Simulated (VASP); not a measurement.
Write the native input for VASP 6.6.1 that does the following.

```yaml
Task: single point
Functional: PBEsol
Potentials_or_basis: VASP PAW PBE potentials, release 64 (Ba_sv, Ti_sv, O)
Cutoff: 520 eV
k_mesh: 8 × 8 × 8
Occupations: gaussian, width 0.02 eV
Spin: no spin polarisation
Dipole_correction: no
Further_INCAR_settings: ALGO = Normal; EDIFF = 1e-06; NBANDS = 28
```

The structure of BaTiO3 lies in POSCAR:

```
BaTiO3
1.0
    3.9554885124      0.0000000000      0.0000000000
    0.0000000000      3.9554885124      0.0000000000
    0.0000000000      0.0000000000      4.0440396096
Ba Ti O
1 1 3
Direct
    0.5000000000      0.5000000000      0.5825208321
    0.0000000000      0.0000000000      0.0977311510
    0.0000000000      0.5000000000      0.0634795542
    0.5000000000      0.0000000000      0.0634795542
    0.0000000000      0.0000000000      0.5527858984
```

One way to write it, as run:

INCAR

```
SYSTEM = BaTiO3
PREC = Accurate
ENCUT = 520
EDIFF = 1E-6
ISMEAR = 0
SIGMA = 0.02
LREAL = .FALSE.
LASPH = .TRUE.
NELM = 60
ALGO = Normal
ISIF = 2
LWAVE = .FALSE.
LCHARG = .TRUE.
GGA = PS
LELF = .TRUE.
LVHAR = .TRUE.
NBANDS = 28
```

KPOINTS

```
Automatic mesh
0
G
  8 8 8
  0 0 0
```

Potentials or basis: VASP PAW PBE potentials, release 64 (Ba_sv, Ti_sv, O).

Command:

```sh
$ cat potpaw_PBE.64/Ba_sv/POTCAR potpaw_PBE.64/Ti_sv/POTCAR potpaw_PBE.64/O/POTCAR > POTCAR
$ mpirun -np 1 vasp_std > vasp.out
```

It gave:

The pressure is 1.9 GPa, the largest force is 0.053 eV/Å and the band gap on the k mesh is 1.78 eV (least direct gap 2.19 eV).

Caveat: the PAW data sets were made with another functional, which shifts forces and pressure a little; spin-orbit coupling is left out, which moves the levels of the heavy elements.

Wall time 110 s on 1 thread of AMD EPYC 7R43 64-Core Processor (Zen 3), with other jobs on the host, peak memory 0.23 GiB.
